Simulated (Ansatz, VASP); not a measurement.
**Two plane-wave programs on Be4Ga2C**

```xyz
7
Lattice="4.1665 0.0358 -0.0167 0.3902 4.1621 -0.0306 0.7936 1.3145 5.1810" Properties=species:S:1:pos:R:3 pbc="T T T"
Be    4.2457    1.6361    3.2291
Be    4.8299    3.6758    2.4945
Be    4.4947    3.5601    4.5073
Be    3.5081    2.4698    1.4439
Ga    1.5170    2.8909    0.4199
Ga    2.3188    0.5724    2.0907
C     1.4959    4.5198    3.7678
```

Change from the starting cell: the structure that the rattled cell fell into.

Alike in both runs: functional PBE; k mesh 4 × 4 × 4; occupations gaussian, width 0.1 eV; no spin polarisation.

Ansatz relaxed the structure, and its values are those at the end. VASP's run is a single point on that final structure, the one shown.

|  | VASP | Ansatz |
| --- | --- | --- |
| version | VASP 6.6.1 | Ansatz 0.2.0 |
| potentials or method | VASP PAW PBE potentials, release 64 (Be, Ga_d, C), cutoff 520 eV | scalar-relativistic, plane waves, PAW |
| valence electrons in the cell | 38 | 38 |

|  | VASP | Ansatz | Ansatz less VASP |
| --- | --- | --- | --- |
| gap on the k mesh at the Fermi level (eV) | none | none | - |
| pressure (GPa) | 0.2 | 0.0 | -0.14 |
| rms of the force components (eV/Å) | 0.017 | 0.014 | -0.0029 |

A gap of «none» marks a metal or a gap that the smearing closes.

The k mesh is coarse, so the values compare programs but aren't converged.
